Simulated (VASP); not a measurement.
# Ba4Te3 (Pm-3m) in VASP: further runs

Runs on Ba4Te3. Level: PBE. Tasks: relaxation of cell and atoms, single point.

All numbers are computed with VASP 6.6.1; they aren't measurements. Logs are shortened: lines on timing, memory, paths and dates and some standing lists are left out, and cuts for length are marked.

### Step 1. The cell of the first run

It takes space group Pm-3m (No. 221, cubic). The conventional cell has a = 6.247 Å, b = 6.247 Å, c = 6.247 Å, α = 90.00°, β = 90.00°, γ = 90.00°. Within 4.1 Å of Ba (site symmetry m-3m) lie 6 Ba at 3.12 Å. Within 4.1 Å of Ba (site symmetry 4/mmm) lie 2 Ba at 3.12 Å and 4 Te at 3.12 Å. Within 4.1 Å of Te (site symmetry 4/mmm) lie 4 Ba at 3.12 Å.

The cell was generated, and may not be a known phase.

### Step 2. Relaxation of cell and atoms, PBE

Input file INCAR:

```
SYSTEM = Ba4Te3
PREC     = Accurate       ! precision mode
ENCUT    = 600            ! plane-wave cutoff, eV
EDIFF    = 1E-6           ! SCF threshold, eV
ISMEAR   = 0              ! smearing method
SIGMA    = 0.1            ! smearing width, eV
LREAL    = .FALSE.        ! projectors in reciprocal space
LASPH    = .TRUE.         ! aspherical terms in the spheres
NELM     = 80             ! most SCF steps
ALGO     = Fast           ! electronic algorithm
ISIF     = 3              ! what is computed and relaxed
LWAVE    = .FALSE.        ! write WAVECAR
LCHARG   = .FALSE.        ! write CHGCAR
GGA      = PE             ! functional
IBRION   = 2              ! ionic algorithm
NSW      = 90             ! ionic steps
EDIFFG   = -0.04          ! ionic threshold
```

Input file KPOINTS:

```
regular mesh
0
G
  4 4 4
  0 0 0
```

Input file POSCAR:

```
Ba4Te3
1.0
    6.2471526800      0.0000000000      0.0000000000
    0.0000000000      6.2471526800      0.0000000000
    0.0000000000      0.0000000000      6.2471526800
Ba Te
4 3
Direct
    0.5000000000      0.5000000000      0.5000000000
    0.0000000000      0.5000000000      0.5000000000
    0.5000000000      0.0000000000      0.5000000000
    0.5000000000      0.5000000000      0.0000000000
    0.5000000000      0.0000000000      0.0000000000
    0.0000000000      0.5000000000      0.0000000000
    0.0000000000      0.0000000000      0.5000000000
```

Potentials or basis: VASP PAW PBE potentials, release 64 (Ba_sv, Te).

On the command line:

```sh
> cat potpaw_PBE.64/Ba_sv/POTCAR potpaw_PBE.64/Te/POTCAR > POTCAR
> mpirun -np 1 vasp_std > vasp.out
```

OUTCAR:

```text
SYSTEM = Ba4Te3
   PREC = Accurate
   ENCUT = 600
   EDIFF = 1E-6
   ISMEAR = 0
   LREAL = .FALSE.
   LASPH = .TRUE.
   NELM = 80
   ISIF = 3
   GGA = PE
   IBRION = 2
   NSW = 90
   EDIFFG = -0.04

 ion  position               nearest neighbor table
   1  0.500  0.500  0.500-   2 3.12   3 3.12   4 3.12   4 3.12   3 3.12   2 3.12
   2  0.000  0.500  0.500-   1 3.12   6 3.12   7 3.12   6 3.12   7 3.12   1 3.12   3 4.42   3 4.42
                             4 4.42   4 4.42   3 4.42   4 4.42   4 4.42   3 4.42
   3  0.500  0.000  0.500-   1 3.12   5 3.12   7 3.12   5 3.12   1 3.12   7 3.12   2 4.42   4 4.42
                             2 4.42   4 4.42   4 4.42   2 4.42   4 4.42   2 4.42
   4  0.500  0.500  0.000-   1 3.12   5 3.12   6 3.12   1 3.12   5 3.12   6 3.12   2 4.42   3 4.42
                             3 4.42   3 4.42   3 4.42   2 4.42   2 4.42   2 4.42
   5  0.500  0.000  0.000-   3 3.12   4 3.12   3 3.12   4 3.12
   6  0.000  0.500  0.000-   2 3.12   4 3.12   2 3.12   4 3.12
   7  0.000  0.000  0.500-   2 3.12   3 3.12   2 3.12   3 3.12

  LATTYP: Found a simple cubic cell.
 ALAT       =     6.2471526800

  Lattice vectors:

 A1 = (   6.2471526800,   0.0000000000,   0.0000000000)
 A2 = (   0.0000000000,   6.2471526800,   0.0000000000)
 A3 = (   0.0000000000,   0.0000000000,   6.2471526800)

Analysis of symmetry for initial positions (statically):
=====================================================================
 Subroutine PRICEL returns:
 Original cell was already a primitive cell.

 Routine SETGRP: Setting up the symmetry group for a
 simple cubic supercell.

 Subroutine GETGRP returns: Found 48 space group operations
 (whereof 48 operations were pure point group operations)
 out of a pool of 48 trial point group operations.

The static configuration has the point symmetry O_h .

Analysis of symmetry for dynamics (positions and initial velocities):
=====================================================================
 Subroutine PRICEL returns:
 Original cell was already a primitive cell.

 Routine SETGRP: Setting up the symmetry group for a
 simple cubic supercell.

 Subroutine GETGRP returns: Found 48 space group operations
 (whereof 48 operations were pure point group operations)
 out of a pool of 48 trial point group operations.

The dynamic configuration has the point symmetry O_h .

 Subroutine INISYM returns: Found 48 space group operations
 (whereof 48 operations are pure point group operations),
 and found     1 'primitive' translations

----------------------------------------------------------------------------------------

                                     Primitive cell

  volume of cell :     243.8071

  direct lattice vectors                    reciprocal lattice vectors
     6.247152680  0.000000000  0.000000000     0.160072925  0.000000000  0.000000000
[... 73 lines left out ...]
   ISTART =      0    job   : 0-new  1-cont  2-samecut
   ICHARG =      2    charge: 1-file 2-atom 10-const
   ISPIN  =      1    spin polarized calculation?
   LNONCOLLINEAR =      F non collinear calculations
   LSORBIT =      F    spin-orbit coupling
   LASPH  =      T    aspherical Exc in radial PAW
   ENCUT  =  600.0 eV  44.10 Ry    6.64 a.u.  12.48 12.48 12.48*2*pi/ulx,y,z
   NELM   =     80;   NELMIN=  2; NELMDL= -5     # of ELM steps
   EDIFF  = 0.1E-05   stopping-criterion for ELM
   LREAL  =      F    real-space projection
   EDIFFG = -.4E-01   stopping-criterion for IOM
   NSW    =     90    number of steps for IOM
   IBRION =      2    ionic relax: 0-MD 1-quasi-New 2-CG
   NFREE  =      1    steps in history (QN), initial steepest desc. (CG)
   ISIF   =      3    stress and relaxation
   ISYM   =      2    0-nonsym 1-usesym 2-fastsym
   POTIM  = 0.5000    time-step for ionic-motion
   TEBEG  =    0.0;   TEEND  =   0.0 temperature during run
   PSTRESS=    0.0 pullay stress
   NELECT =      58.0000    total number of electrons
   NUPDOWN=      -1.0000    fix difference up-down
   EMIN   =  10.00;   EMAX   =-10.00  energy-range for DOS
   EFERMI =   0.00;   METHOD = LEGACY
   ISMEAR =     0;   SIGMA  =   0.10  broadening in eV -4-tet -1-fermi 0-gaus
   EFERMI_NEDOS =   21; number of points for ismear=-14 and -15
   IALGO  =     68    algorithm
   IMIX   =      4    mixing-type and parameters
     AMIX     =   0.40;   BMIX     =  1.00
     AMIX_MAG =   1.60;   BMIX_MAG =  1.00
  volume/ion in A,a.u.               =      34.83       235.04
  Fermi-wavevector in a.u.,A,eV,Ry     =   1.014383  1.916906 14.000031  1.028973
  Thomas-Fermi vector in A             =   2.147608
   LORBIT       =      0    0 simple, 1 ext, 2 COOP (PROOUT), +10 PAW based schemes
   GGA     = PE    functional components
   LHFCALC =     F    Hartree Fock is set to
   AEXX    =    0.0000 exact exchange contribution
   IVDW    =     0    specifies the selected vdW correction
   LEPSILON=     F    determine dielectric tensor
   LRPA    =     F    only Hartree local field effects (RPA)
 conjugate gradient relaxation of ions
 non-spin polarized calculation
 RMM-DIIS sequential band-by-band and
 Gauss-broadening in eV      SIGMA  =   0.10
  energy-cutoff  :      600.00
  volume of cell :      243.81
 maximum number of plane-waves:      8217
 NGX is ok and might be reduce to    50
   NGX = 25   NGY = 25   NGZ = 25

--------------------------------------- Ionic step        1  -------------------------------------------

 number of electron      58.0000002 magnetization

 Free energy of the ion-electron system (eV)
  ---------------------------------------------------
  ext. energy  EPLUGINS =         0.00000000
  ---------------------------------------------------
  free energy    TOTEN  =       -17.12849928 eV

  energy without entropy =      -17.06031879  energy(sigma->0) =      -17.09440903

 E-fermi :   4.0875     XC(G=0):  -9.1364

 val. band max:        4.0746287056   @ k =   0.2500   0.0000   0.0000
 cond. band min:       4.1104109990   @ k =   0.5000   0.5000   0.2500
 fundamental gap:      0.0357822934
 Fermi energy:         4.0875437865

 k-point     1 :       0.0000    0.0000    0.0000
  band No.  band energies     occupation
      1     -25.4831      2.00000
      2     -23.4454      2.00000
      3     -23.4454      2.00000
      4     -23.3382      2.00000
      5     -11.8553      2.00000
      6     -11.8553      2.00000
[... 440 lines left out ...]
--------------------------------------- Ionic step        3  -------------------------------------------

 number of electron      57.9999994 magnetization

 Free energy of the ion-electron system (eV)
  ---------------------------------------------------
  ext. energy  EPLUGINS =         0.00000000
  ---------------------------------------------------
  free energy    TOTEN  =       -20.35410666 eV

  energy without entropy =      -20.29959005  energy(sigma->0) =      -20.32684836

 E-fermi :   1.8296     XC(G=0):  -7.6594

 val. band max:        1.8005889360   @ k =   0.5000   0.5000   0.5000
 cond. band min:       1.8373886927   @ k =   0.2500   0.2500   0.2500
 fundamental gap:      0.0367997568
 Fermi energy:         1.8296493637

 k-point     1 :       0.0000    0.0000    0.0000
  band No.  band energies     occupation
      1     -27.7071      2.00000
      2     -26.3552      2.00000
      3     -26.3552      2.00000
      4     -26.3408      2.00000
      5     -13.3937      2.00000
      6     -13.3937      2.00000
[... 393 lines left out ...]
  FREE ENERGIE OF THE ION-ELECTRON SYSTEM (eV)
  ---------------------------------------------------
  free  energy   TOTEN  =       -20.3541066645 eV

  energy  without entropy=      -20.2995900497  energy(sigma->0) =      -20.32684836

 reached required accuracy - stopping structural energy minimisation
```

CONTCAR:

```text
Ba4Te3
   1.00000000000000
     7.0588854956823353   -0.0000000000000000    0.0000000000000000
     0.0000000000000000    7.0588854956823353    0.0000000000000000
    -0.0000000000000000   -0.0000000000000000    7.0588854956823353
  Ba              Te
     4     3
Direct
     0.5000000000000000    0.5000000000000000    0.5000000000000000
     0.0000000000000000    0.5000000000000000    0.5000000000000000
     0.5000000000000000    0.0000000000000000    0.5000000000000000
     0.5000000000000000    0.5000000000000000    0.0000000000000000
     0.5000000000000000    0.0000000000000000    0.0000000000000000
     0.0000000000000000    0.5000000000000000    0.0000000000000000
     0.0000000000000000    0.0000000000000000    0.5000000000000000

  0.00000000E+00  0.00000000E+00  0.00000000E+00
  0.00000000E+00  0.00000000E+00  0.00000000E+00
  0.00000000E+00  0.00000000E+00  0.00000000E+00
  0.00000000E+00  0.00000000E+00  0.00000000E+00
  0.00000000E+00  0.00000000E+00  0.00000000E+00
  0.00000000E+00  0.00000000E+00  0.00000000E+00
  0.00000000E+00  0.00000000E+00  0.00000000E+00
```

It took 10 min on 1 thread of Oxide Virtual Turin-like, shared host; peak memory 0.38 GiB.

Results:

```
Free energy                           : -20.3541 eV
Relaxed volume                        : 50.25 Å³/atom
Relaxed cell                          : a = 7.059 Å, b = 7.059 Å, c = 7.059 Å, α = 90.00°, β = 90.00°, γ = 90.00°
Space group after relaxing (to 0.1 Å) : Pm-3m (No. 221)
Energy gained by relaxing             : 460.8 meV/atom
Ionic steps                           : 3
Pressure after relaxing               : 0.0 GPa
```

The path:
```
step  energy change (eV)  largest force (eV/Å)  pressure (GPa)  volume (Å³)
   1              0.0000                0.0000           13.20       243.81
   2             -3.2198                0.0000           -0.26       359.74
   3             -3.2256                0.0000            0.05       351.73
```

Final structure:
```xyz
7
Lattice="7.0589 0.0000 0.0000 0.0000 7.0589 0.0000 0.0000 0.0000 7.0589" Properties=species:S:1:pos:R:3 pbc="T T T"
Ba    3.5294    3.5294    3.5294
Ba    0.0000    3.5294    3.5294
Ba    3.5294    0.0000    3.5294
Ba    3.5294    3.5294    0.0000
Te    3.5294    0.0000    0.0000
Te    0.0000    3.5294    0.0000
Te    0.0000    0.0000    3.5294
```

Caveat: the volume moved by over 15 % at a fixed basis, so the end points are rough; the highest band is partly filled, so the run has too few bands; spin-orbit coupling is left out, which moves the levels of the heavy elements.

### Step 3. Single point, PBE

This run uses another cell than the first one, of 49.19 Å³/atom.

Input file INCAR:

```
SYSTEM = Ba4Te3
PREC = Accurate
ENCUT = 520
EDIFF = 1E-7
ISMEAR = 0
SIGMA = 0.1
LREAL = .False.
LASPH = .True.
NELM = 60
ALGO = Fast
ISIF = 2
LWAVE = .False.
LCHARG = .True.
GGA = PE
LELF = .True.
LVHAR = .True.
NBANDS = 38
```

Input file KPOINTS:

```
Automatic mesh
0
Gamma
  6 6 6
  0 0 0
```

Changes to POSCAR since step 2:

```diff
@@ -2,5 +2,5 @@
 1.0
-    6.2471526800      0.0000000000      0.0000000000
-    0.0000000000      6.2471526800      0.0000000000
-    0.0000000000      0.0000000000      6.2471526800
+    7.0090362633      0.0000000000      0.0000000000
+    0.0000000000      7.0090362633      0.0000000000
+    0.0000000000      0.0000000000      7.0090362633
 Ba Te
```

Potentials or basis: VASP PAW PBE potentials, release 64 (Ba_sv, Te).

On the command line:

```sh
> cat potpaw_PBE.64/Ba_sv/POTCAR potpaw_PBE.64/Te/POTCAR > POTCAR
> mpirun -np 1 vasp_std > vasp.out
```

Wall time 15 min (1 thread of Oxide Virtual Turin-like, shared host); peak memory 0.5 GiB.

It converged, with:

- Free energy: -20.3522 eV
- Pressure: 0.3 GPa
- Band gap on the k mesh: zero (bands 29 and 30 overlap by 1.54 eV)

Levels at points of the mesh, in eV from the Fermi level:
```csv
k point,band 25,band 26,band 27,band 28,band 29,band 30,band 31,band 32,band 33,band 34
"(0.00, 0.00, 0.00)",-0.72,-0.72,-0.51,-0.51,-0.51,-0.12,-0.12,-0.12,-0.08,-0.08
"(0.50, 0.00, 0.00)",-0.91,-0.52,-0.46,-0.42,-0.39,-0.39,-0.03,0.96,0.96,1.76
"(0.50, 0.50, 0.00)",-1.25,-1.21,-0.79,-0.16,0.12,0.99,0.99,1.23,1.28,1.86
"(0.50, 0.50, 0.50)",-1.61,-1.61,-0.01,-0.01,1.15,1.15,1.15,1.16,1.76,1.76
```

Caveat: spin-orbit coupling is left out, which moves the levels of the heavy elements.
